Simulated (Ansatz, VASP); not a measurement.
# One calculation of SrVO3, two programs

INCAR

```
PREC = Accurate
ENCUT = 520
EDIFF = 1E-6
ISMEAR = 0
SIGMA = 0.1
LREAL = F
LASPH = T
NELM = 150
ALGO = Normal
ISIF = 2
LWAVE = F
LCHARG = T
ISPIN = 2
MAGMOM = 0 0.22 0 0 0
LORBIT = 11
LMAXMIX = 4
GGA = PS
LELF = T
LVHAR = T
NBANDS = 32
```

Contents of KPOINTS:

```
regular mesh
0
Gamma
  10 10 10
```

POSCAR

```
SrVO3
1.0
    3.7325372903      0.0000000000      0.0000000000
    0.0000000000      3.7325372903      0.0000000000
    0.0000000000      0.0000000000      3.7325372903
Sr V O
1 1 3
Direct
    0.5000000000      0.5000000000      0.5000000000
    0.0000000000      0.0000000000      0.0000000000
    0.5000000000      0.0000000000      0.0000000000
    0.0000000000      0.5000000000      0.0000000000
    0.0000000000      0.0000000000      0.5000000000
```

Input for Ansatz:

```yaml
crystal:
  lattice:
    - [3.7325372961, 0.0, 0.0]
    - [0.0, 3.7325372961, 0.0]
    - [0.0, 0.0, 3.7325372961]
  atoms:
    - { symbol: Sr, position: [0.5, 0.5, 0.5] }
    - { symbol: V, position: [0.0, 0.0, 0.0], spin: 0.22 }
    - { symbol: O, position: [0.5, 0.0, 0.0] }
    - { symbol: O, position: [0.0, 0.5, 0.0] }
    - { symbol: O, position: [0.0, 0.0, 0.5] }
basis:
  ecutwfc: 420
kpoints:
  mp_grid: { grid: [10, 10, 10] }
hamiltonian:
  xc: pbesol
scf:
  occupations: { method: gaussian, width: 0.1 }
output:
  forces: true
  stress: true
  eigenvalues: true
  populations: true
magnetization:
  spin_polarized: true
```

Alike in both runs: task single point; functional PBEsol; k mesh 10 × 10 × 10; occupations gaussian, width 0.1 eV; collinear spin.

|  | VASP | Ansatz |
| --- | --- | --- |
| version | VASP 6.6.1 | Ansatz 0.2.0 |
| potentials or method | VASP PAW PBE potentials, release 64 (Sr_sv, V_sv, O), cutoff 520 eV | scalar-relativistic, plane waves, PAW |
| valence electrons in the cell | 41 | 41 |

|  | VASP | Ansatz | Ansatz less VASP |
| --- | --- | --- | --- |
| gap on the k mesh at the Fermi level (eV) | none | none | - |
| pressure (GPa) | 15.3 | 14.2 | -1.18 |
| net moment per atom (μB) | 0.05 | 0.05 | 0.000 |
| size of the moment on the site where the two differ most (μB) | 0.21 | 0.16 | -0.046 |

VASP's potentials were made for PBE, not for PBEsol. Site moments also hang on the region over which each program counts them. A gap of «none» marks a metal or a gap that the smearing closes.
